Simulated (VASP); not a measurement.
Here is a VASP 6.6.1 calculation.

File INCAR:

```
SYSTEM = LiCl
ALGO = Normal
EDIFF = 1E-8
ENCUT = 520
GGA = CA
IBRION = 8
ISIF = 2
ISMEAR = 0
LASPH = .TRUE.
LCHARG = .FALSE.
LEPSILON = .TRUE.
LREAL = .FALSE.
LWAVE = .FALSE.
NELM = 80
NSW = 1
PREC = Accurate
SIGMA = 0.01
```

The input KPOINTS:

```
k-points
0
G
  8 8 8
  0 0 0
```

File POSCAR:

```
LiCl
1.0
    0.0000000000      2.3892463316      2.3892463316
    2.3892463316      0.0000000000      2.3892463316
    2.3892463316      2.3892463316      0.0000000000
Li Cl
1 1
Direct
    0.0000000000      0.0000000000      0.0000000000
    0.5000000000      0.5000000000      0.5000000000
```

Potentials or basis: VASP PAW LDA potentials, release 64 (Li_sv, Cl).

Launch:

```console
$ cat potpaw_LDA.64/Li_sv/POTCAR potpaw_LDA.64/Cl/POTCAR > POTCAR
$ mpirun -np 1 vasp_std > vasp.out
```

**Question.** Predict the electronic dielectric tensor (diagonal).

**Answer.** 3.37.

**Question.** What does it give for the Born charges (mean of the diagonal)?

**Answer.** Li +1.14; Cl -1.14 e.

**Question.** Estimate the highest phonon frequency at Γ, LO-TO splitting left out.

**Answer.** 307 cm⁻¹.

Phonon frequencies in cm⁻¹ (negative: imaginary):
| q point | frequencies |
| --- | --- |
| (0.000, 0.000, 0.000) | 0 0 0 307 307 307 |

Caveat: the cell wasn't relaxed at this level first, which shifts response properties.
